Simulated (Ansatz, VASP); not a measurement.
**Two plane-wave programs on Na7H**

```xyz
8
Lattice="-4.0374 4.0374 4.0374 4.0374 -4.0374 4.0374 4.0374 4.0374 -4.0374" Properties=species:S:1:pos:R:3 pbc="T T T"
Na    4.0374    0.0000    0.0000
Na    0.0000    4.0374    0.0000
Na    0.0000    0.0000    4.0374
Na    1.3369    1.3369    1.3369
Na    2.7005    2.7005   -2.7005
Na    2.7005   -2.7005    2.7005
Na   -2.7005    2.7005    2.7005
H     0.0000    0.0000    0.0000
```

Alike in both runs: functional PBE; k mesh 8 × 8 × 8; occupations gaussian, width 0.1 eV; no spin polarisation.

Ansatz relaxed the structure, and its values are those at the end. VASP's run is a single point on that final structure, the one shown.

|  | VASP | Ansatz |
| --- | --- | --- |
| version | VASP 6.6.1 | Ansatz 0.2.0 |
| potentials or method | VASP PAW PBE potentials, release 64 (Na_pv, H), cutoff 520 eV | scalar-relativistic, plane waves, PAW |
| valence electrons in the cell | 50 | 64 |

|  | VASP | Ansatz | Ansatz less VASP |
| --- | --- | --- | --- |
| gap on the k mesh at the Fermi level (eV) | none | none | - |
| pressure (GPa) | 0.0 | 0.0 | 0.00 |

A gap of «none» marks a metal or a gap that the smearing closes. VASP's potentials hold 50 valence electrons a cell and Ansatz's 64, so a difference there can come from the potentials and not from the codes.
